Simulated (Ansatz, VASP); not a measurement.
## One calculation of ZnO, two programs

The input INCAR:

```
  PREC = Accurate
  ENCUT = 520
  EDIFF = 1E-6
  ISMEAR = -1
  SIGMA = 0.02
  LREAL = False
  LASPH = True
  NELM = 60
  ALGO = Normal
  ISIF = 2
  LWAVE = False
  LCHARG = False
  GGA = PE
  NBANDS = 26
```

The input KPOINTS:

```
regular mesh
0
Gamma
  12 12 6
```

The input POSCAR:

```
ZnO
1.0
    3.2353408696      0.0000000000      0.0000000000
   -1.6176704348      2.8018873830      0.0000000000
    0.0000000000      0.0000000000      5.1067327796
Zn O
2 2
Direct
    0.3333333333      0.6666666667     -0.0051370716
    0.6666666667      0.3333333333      0.4948629284
    0.3333333333      0.6666666667      0.3801370716
    0.6666666667      0.3333333333      0.8801370716
```

Input for Ansatz:

```yaml
crystal:
  lattice:
    - [3.2353408696, 0.0, 0.0]
    - [-1.6176704348, 2.801887383, 0.0]
    - [0.0, 0.0, 5.1067327796]
  atoms:
    - { symbol: Zn, position: [0.3333333333, 0.6666666667, -0.0051370716] }
    - { symbol: Zn, position: [0.6666666667, 0.3333333333, 0.4948629284] }
    - { symbol: O, position: [0.3333333333, 0.6666666667, 0.3801370716] }
    - { symbol: O, position: [0.6666666667, 0.3333333333, 0.8801370716] }
kpoints:
  mp_grid: { grid: [12, 12, 6] }
  band_path:
    path:
      - [0.0, 0.0, 0.0]
      - [0.5, 0.0, 0.0]
      - [0.3333333333, 0.3333333333, 0.0]
      - [0.0, 0.0, 0.5]
      - [0.5, 0.0, 0.5]
      - [0.3333333333, 0.3333333333, 0.5]
    npoints: 1
hamiltonian:
  xc: pbe
scf:
  occupations: { method: fermi_dirac, width: 0.02 }
  n_extra_bands: 5
output:
  forces: true
  stress: true
  eigenvalues: true
```

Change from the starting cell: uniaxial_z strain -2.0%.

Alike in both runs: task single point; functional PBE; k mesh 12 × 12 × 6; occupations fermi-dirac, width 0.02 eV; no spin polarisation.

|  | VASP | Ansatz |
| --- | --- | --- |
| version | VASP 6.6.1 | Ansatz 0.2.0 |
| potentials or method | VASP PAW PBE potentials, release 64 (Zn, O) | plane waves, PAW |
| plane-wave cutoff (eV) | 520 | 420 |
| valence electrons in the cell | 36 | 36 |

```csv
,VASP,Ansatz,Ansatz less VASP
gap on the k mesh at the Fermi level (eV),0.85,0.86,+0.014
pressure (GPa),10.5,9.3,-1.23
"traceless stress, the component that is largest in VASP (GPa)",1.32,1.34,+0.013
rms of the force components (eV/Å),0.005,0.003,-0.0019
```

Atom by atom the forces differ by 0.002 eV/Å (rms over components). The functional is the same, so the differences come from potentials, cutoffs and numerics.
